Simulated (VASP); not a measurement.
Wanted: the native input for a VASP 6.6.1 run.

```yaml
Task: single point
Functional: HSE06
Potentials_or_basis: VASP PAW PBE potentials, release 64 (Pb_d)
Cutoff: 520 eV
k_mesh: 6 × 6 × 6
Occupations: fermi-dirac, width 0.1 eV
Spin: no spin polarisation
Dipole_correction: no
Grid_for_exact_exchange_PRECFOCK: Normal
Further_INCAR_settings: ALGO = Normal; EDIFF = 1e-06; NBANDS = 13
Screening_parameter: 0.2079 1/Å
```

Pb:

```
Pb
1.0
     0.00000    2.49812    2.49812
     2.49812    0.00000    2.49812
     2.49812    2.49812    0.00000
Pb
1
Direct
  0.00000 0.00000 0.00000
```

The input as run:

POSCAR

```
Pb
1.0
    0.0000000000      2.4981202968      2.4981202968
    2.4981202968      0.0000000000      2.4981202968
    2.4981202968      2.4981202968      0.0000000000
Pb
1
Direct
    0.0000000000      0.0000000000      0.0000000000
```

INCAR.step1

```
SYSTEM = Pb
PREC = Accurate
ENCUT = 520
EDIFF = 1E-5
ISMEAR = -1
SIGMA = 0.1
LREAL = .False.
LASPH = .True.
NELM = 80
ALGO = Normal
ISIF = 2
LWAVE = .True.
LCHARG = .False.
GGA = PE
NBANDS = 13
```

INCAR.step2

```
SYSTEM = Pb
PREC = Accurate
ENCUT = 520
EDIFF = 1E-6
ISMEAR = -1
SIGMA = 0.1
LREAL = .False.
LASPH = .True.
NELM = 80
ALGO = Normal
ISIF = 2
LWAVE = .False.
LCHARG = .False.
GGA = PE
LHFCALC = .True.
HFSCREEN = 0.2079
PRECFOCK = Normal
ISTART = 1
NBANDS = 13
```

KPOINTS

```
Automatic mesh
0
Gamma
  6 6 6
  0 0 0
```

Potentials or basis: VASP PAW PBE potentials, release 64 (Pb_d).

Run with:

```console
$ cat potpaw_PBE.64/Pb_d/POTCAR > POTCAR
$ cp INCAR.step1 INCAR
$ mpirun -np 1 vasp_std > vasp.out
$ cp INCAR.step2 INCAR
$ mpirun -np 1 vasp_std > vasp.out
```

It gave:

| Quantity | Value |
| --- | --- |
| Pressure | 0.8 GPa |
| Band gap on the k mesh | zero (band 7 reaches 14.86 eV, above the bottom of band 8 at 5.20 eV) |

Caveat: the k points lie up to 0.36 Å⁻¹ apart; the PAW data sets were made with another functional, which shifts forces and pressure a little; spin-orbit coupling is left out, which moves the levels of the heavy elements.

It took 19 min on 1 thread of Intel(R) Xeon(R) Platinum 8375C CPU @ 2.90GHz (Ice Lake), with other jobs on the host, peak memory 0.27 GiB.
